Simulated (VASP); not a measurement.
# Mn (Fm-3m) in VASP: single point with r2SCAN

Aim: the single point of Mn with r2SCAN.

All numbers are computed with VASP 6.6.1; they aren't measurements. Logs are shortened: lines on timing, memory, paths and dates and some standing lists are left out, and cuts for length are marked.

## (1) The cell of the first run

The structure is cubic, space group Fm-3m (No. 225). Conventional cell: a = 3.512 Å, b = 3.512 Å, c = 3.512 Å, α = 90.00°, β = 90.00°, γ = 90.00°. Within 3.3 Å of Mn (site symmetry m-3m) lie 12 Mn at 2.48 Å.

This isn't the form of Mn at room conditions, which is a 58-atom cubic cell.

## (2) Single point, r2SCAN, collinear spin, antiferromagnetic start

Contents of POSCAR:

```
Mn
1.0
    0.0000000000      1.7561332140      1.7561332140
    1.7561332140      0.0000000000      1.7561332140
    3.5122664280      3.5122664280      0.0000000000
Mn
2
Direct
    0.0000000000      0.0000000000      0.0000000000
    0.0000000000      0.0000000000      0.5000000000
```

Contents of INCAR.step1:

```
  ALGO = Normal
  EDIFF = 1E-4
  ENCUT = 520
  GGA = PE
  ISMEAR = 0
  ISPIN = 2
  LASPH = T
  LCHARG = F
  LMAXMIX = 4
  LREAL = F
  LWAVE = T
  MAGMOM = 3.5 -3.5
  NBANDS = 24
  NELM = 150
  PREC = Accurate
  SIGMA = 0.05
```

Contents of INCAR.step2:

```
  ALGO = Normal
  EDIFF = 1E-6
  ENCUT = 520
  ISIF = 2
  ISMEAR = 0
  ISPIN = 2
  ISTART = 1
  LASPH = T
  LCHARG = F
  LMAXMIX = 4
  LMIXTAU = T
  LORBIT = 11
  LREAL = F
  LWAVE = F
  MAGMOM = 3.5 -3.5
  METAGGA = R2SCAN
  NBANDS = 24
  NELM = 150
  PREC = Accurate
  SIGMA = 0.05
```

Contents of KPOINTS:

```
k-points
0
Gamma
  20 20 10
```

Potentials or basis: VASP PAW PBE potentials, release 64 (Mn_pv).

Run with:

```sh
> cat potpaw_PBE.64/Mn_pv/POTCAR > POTCAR
> cp INCAR.step1 INCAR
> mpirun -np 1 vasp_std > vasp.out
> cp INCAR.step2 INCAR
> mpirun -np 1 vasp_std > vasp.out
```

OUTCAR:

```text
EDIFF = 1E-6
   ENCUT = 520
   ISIF = 2
   ISMEAR = 0
   ISPIN = 2
   ISTART = 1
   LASPH = T
   LORBIT = 11
   LREAL = F
   METAGGA = R2SCAN
   NELM = 150
   PREC = Accurate

 ion  position               nearest neighbor table
   1  0.000  0.000  0.000-   2 2.48   2 2.48   2 2.48   2 2.48   2 2.48   2 2.48
   2  0.000  0.000  0.500-   1 2.48   1 2.48   1 2.48   1 2.48   1 2.48   1 2.48

  LATTYP: Found a trigonal (rhomboedric) cell.
 ALAT       =     4.3016302947
 COS(alpha) =     0.8333333333

  Lattice vectors:

 A1 = (   3.5122664280,   1.7561332140,  -1.7561332140)
 A2 = (   1.7561332140,   1.7561332140,  -3.5122664280)
 A3 = (   1.7561332140,   3.5122664280,  -1.7561332140)

Analysis of symmetry for initial positions (statically):
=====================================================================
 Subroutine PRICEL returns following result:

  LATTYP: Found a face centered cubic cell.
 ALAT       =     3.5122664280
[... 12 lines left out ...]
 Subroutine GETGRP returns: Found 12 space group operations
 (whereof 12 operations were pure point group operations)
 out of a pool of 12 trial point group operations.

The static configuration has the point symmetry D_3d.

Analysis of symmetry for dynamics (positions and initial velocities):
=====================================================================
 Subroutine PRICEL returns following result:

  LATTYP: Found a face centered cubic cell.
 ALAT       =     3.5122664280
[... 12 lines left out ...]
 Subroutine GETGRP returns: Found 12 space group operations
 (whereof 12 operations were pure point group operations)
 out of a pool of 12 trial point group operations.

The dynamic configuration has the point symmetry D_3d.

Analysis of structural, dynamic, and magnetic symmetry:
=====================================================================
 Subroutine PRICEL returns following result:

  LATTYP: Found a face centered cubic cell.
 ALAT       =     3.5122664280
[... 12 lines left out ...]
 Subroutine GETGRP returns: Found 12 space group operations
 (whereof 12 operations were pure point group operations)
 out of a pool of 12 trial point group operations.

The overall configuration has the point symmetry D_3d.

 Subroutine INISYM returns: Found 12 space group operations
 (whereof 12 operations are pure point group operations),
 and found     2 'primitive' translations

----------------------------------------------------------------------------------------

                                     Primitive cell

  volume of cell :      10.8318

  direct lattice vectors                    reciprocal lattice vectors
     0.000000000  1.756133214  1.756133214    -0.284716442  0.284716442  0.284716442
     1.756133214  0.000000000  1.756133214     0.284716442 -0.284716442  0.284716442
     1.756133214  1.756133214  0.000000000     0.284716442  0.284716442 -0.284716442

  length of vectors
     2.483547409  2.483547409  2.483547409     0.493143343  0.493143343  0.493143343

  position of ions in fractional coordinates (direct lattice)
     0.000000000  0.000000000  0.000000000

  ion indices of the primitive-cell ions
   primitive index   ion index
                 1           1

----------------------------------------------------------------------------------------

 KPOINTS: k-points

Automatic generation of k-mesh.
 Grid dimensions read from file:
 generate k-points for:   20   20   10

 Generating k-lattice:

  Cartesian coordinates                     Fractional coordinates (reciprocal lattice)
    -0.014235822  0.014235822  0.014235822     0.050000000  0.000000000  0.000000000
     0.014235822 -0.014235822  0.014235822     0.000000000  0.050000000  0.000000000
     0.014235822  0.014235822 -0.014235822     0.000000000  0.000000000  0.100000000

  Length of vectors
     0.024657167  0.024657167  0.024657167

  Shift w.r.t. Gamma in fractional coordinates (k-lattice)
     0.000000000  0.000000000  0.000000000
[... 16 lines left out ...]
|     Results are often still useful ...                                      |
|                                                                             |
 -----------------------------------------------------------------------------

 Subroutine IBZKPT returns following result:
 ===========================================

 Found    396 irreducible k-points:

 Following reciprocal coordinates:
            Coordinates               Weight
  0.000000  0.000000  0.000000      1.000000
  0.050000  0.000000  0.000000      6.000000
  0.100000  0.000000  0.000000      6.000000
  0.150000  0.000000  0.000000      6.000000
  0.200000  0.000000  0.000000      6.000000
  0.250000  0.000000  0.000000      6.000000
[... 16 lines left out ...]
 -0.400000  0.050000  0.000000     12.000000
 -0.350000  0.050000  0.000000     12.000000
 [... further k-points ...]
   k-points           NKPTS =    396   k-points in BZ     NKDIM =    396   number of bands    NBANDS=     24
   number of dos      NEDOS =    301   number of ions     NIONS =      2
   total plane-waves  NPLWV =  12960
   dimension x,y,z NGX =    18 NGY =   18 NGZ =   40
   dimension x,y,z NGXF=    36 NGYF=   36 NGZF=   80
   ions per type =               2
   NGX,Y,Z   is equivalent  to a cutoff of  12.05, 12.05, 13.39 a.u.
   NGXF,Y,Z  is equivalent  to a cutoff of  24.10, 24.10, 26.78 a.u.
 SYSTEM =  unknown system
   PREC   = accura    normal or accurate (medium, high low for compatibility)
   ISTART =      1    job   : 0-new  1-cont  2-samecut
   ICHARG =      0    charge: 1-file 2-atom 10-const
   ISPIN  =      2    spin polarized calculation?
   LNONCOLLINEAR =      F non collinear calculations
   LSORBIT =      F    spin-orbit coupling
   LASPH  =      T    aspherical Exc in radial PAW
   ENCUT  =  520.0 eV  38.22 Ry    6.18 a.u.   4.62  4.62  9.24*2*pi/ulx,y,z
   NELM   =    150;   NELMIN=  2; NELMDL=  0     # of ELM steps
   EDIFF  = 0.1E-05   stopping-criterion for ELM
   LREAL  =      F    real-space projection
   EDIFFG = 0.1E-04   stopping-criterion for IOM
   NSW    =      0    number of steps for IOM
   IBRION =     -1    ionic relax: 0-MD 1-quasi-New 2-CG
   NFREE  =      0    steps in history (QN), initial steepest desc. (CG)
   ISIF   =      2    stress and relaxation
   ISYM   =      2    0-nonsym 1-usesym 2-fastsym
   POTIM  = 0.5000    time-step for ionic-motion
   TEBEG  =    0.0;   TEEND  =   0.0 temperature during run
   PSTRESS=    0.0 pullay stress
   NELECT =      26.0000    total number of electrons
   NUPDOWN=      -1.0000    fix difference up-down
   EMIN   =  10.00;   EMAX   =-10.00  energy-range for DOS
   EFERMI =   0.00;   METHOD = LEGACY
   ISMEAR =     0;   SIGMA  =   0.05  broadening in eV -4-tet -1-fermi 0-gaus
   EFERMI_NEDOS =   21; number of points for ismear=-14 and -15
   IALGO  =     38    algorithm
   IMIX   =      4    mixing-type and parameters
     AMIX     =   0.40;   BMIX     =  1.00
     AMIX_MAG =   1.60;   BMIX_MAG =  1.00
  volume/ion in A,a.u.               =      10.83        73.10
  Fermi-wavevector in a.u.,A,eV,Ry     =   1.739757  3.287663 41.181475  3.026753
  Thomas-Fermi vector in A             =   2.812536
   LORBIT       =     11    0 simple, 1 ext, 2 COOP (PROOUT), +10 PAW based schemes
   METAGGA = R2SCAN    functional components
   LHFCALC =     F    Hartree Fock is set to
   AEXX    =    0.0000 exact exchange contribution
   IVDW    =     0    specifies the selected vdW correction
   LEPSILON=     F    determine dielectric tensor
   LRPA    =     F    only Hartree local field effects (RPA)
 spin polarized calculation
 Gauss-broadening in eV      SIGMA  =   0.05
  energy-cutoff  :      520.00
  volume of cell :       21.66
 maximum number of plane-waves:       599
   NGX =  9   NGY =  9   NGZ = 19

 number of electron      25.9999981 magnetization      -0.0000000

 number of electron      25.9999981 magnetization       0.0000000

 Free energy of the ion-electron system (eV)
  ---------------------------------------------------
  ext. energy  EPLUGINS =         0.00000000
  ---------------------------------------------------
  free energy    TOTEN  =       -28.82746428 eV

  energy without entropy =      -28.82378859  energy(sigma->0) =      -28.82562644

 E-fermi :  10.5489     XC(G=0): -15.2819

 val. band max:       10.5471689580   @ k =  -0.0500  -0.1500   0.3000
 cond. band min:      10.5493962093   @ k =   0.3500   0.3500   0.2000
 fundamental gap:      0.0022272513
 Fermi energy:        10.5488753852

 spin component 1

 k-point     1 :       0.0000    0.0000    0.0000
  band No.  band energies     occupation
      1     -40.6492      1.00000
      2     -40.1589      1.00000
      3     -40.1586      1.00000
      4     -37.5838      1.00000
      5     -37.4016      1.00000
      6     -37.4013      1.00000
[... 637 lines left out ...]
     23      31.5862      0.00000
     24      34.5343      0.00000

 [... further k-points ...]

 spin component 2

 k-point     1 :       0.0000    0.0000    0.0000
  band No.  band energies     occupation
      1     -40.6492      1.00000
      2     -40.1589      1.00000
      3     -40.1586      1.00000
      4     -37.5838      1.00000
      5     -37.4016      1.00000
      6     -37.4013      1.00000
[... 637 lines left out ...]
     23      31.5862      0.00000
     24      34.5343      0.00000

 [... further k-points ...]

------------------------ aborting loop because EDIFF is reached ----------------------------------------

  FORCE on cell =-STRESS in cart. coord.  units (eV):
  Direction    XX          YY          ZZ          XY          YZ          ZX
  --------------------------------------------------------------------------------------
  -------------------------------------------------------------------------------------
  Total        2.0448793      2.0448793      2.0448793      0.0543712     -0.0543712     -0.0543712
  in kB      151.2327697    151.2327697    151.2327697      4.0211235     -4.0211235     -4.0211235
  external PRESSURE =     151.2327697 kB  Pullay stress =       0.0000000 kB

 VOLUME and BASIS-vectors are now :
 -----------------------------------------------------------------------------
  energy-cutoff  :      520.00
  volume of cell :       21.66
      direct lattice vectors                 reciprocal lattice vectors
     0.000000000  1.756133214  1.756133214    -0.284716442  0.284716442  0.284716442
     1.756133214  0.000000000  1.756133214     0.284716442 -0.284716442  0.284716442
     3.512266428  3.512266428  0.000000000     0.142358221  0.142358221 -0.142358221

 POSITION                                       TOTAL-FORCE (eV/Angst)
 -----------------------------------------------------------------------------------
      0.00000      0.00000      0.00000         0.000000      0.000000     -0.000000
      1.75613      1.75613      0.00000        -0.000000     -0.000000      0.000000
 -----------------------------------------------------------------------------------
    total drift:                               -0.000000     -0.000000      0.000000

  FREE ENERGIE OF THE ION-ELECTRON SYSTEM (eV)
  ---------------------------------------------------
  free  energy   TOTEN  =       -28.8274642811 eV

  energy  without entropy=      -28.8237885935  energy(sigma->0) =      -28.82562644

 total charge

# of ion       s       p       d       tot
------------------------------------------
    1        0.463   6.416   5.125  12.004
    2        0.463   6.416   5.125  12.004
--------------------------------------------------
tot          0.926  12.832  10.250  24.008

 magnetization (x)

# of ion       s       p       d       tot
------------------------------------------
    1        0.012   0.028   1.981   2.022
    2       -0.012  -0.028  -1.981  -2.022
--------------------------------------------------
tot          0.000   0.000  -0.000  -0.000
```

It took 33 min on 1 thread of Oxide Virtual Turin-like, shared host; peak memory 0.34 GiB.

What came out:

```
Free energy                                           : -28.8275 eV
Pressure                                              : 15.1 GPa
Band gap on the k mesh                                : zero (filled and empty bands overlap)
Net moment                                            : 0.00 μB per cell
Site moments                                          : Mn +2.02, -2.02 μB
Valence electrons inside the program's atomic spheres : Mn 12.00
```

Stress tensor (GPa, compression positive):
```
15.12  0.40 -0.40
 0.40 15.12 -0.40
-0.40 -0.40 15.12
```

Caveat: the cell stands under pressure; the PAW data sets were made with another functional, which shifts forces and pressure a little.
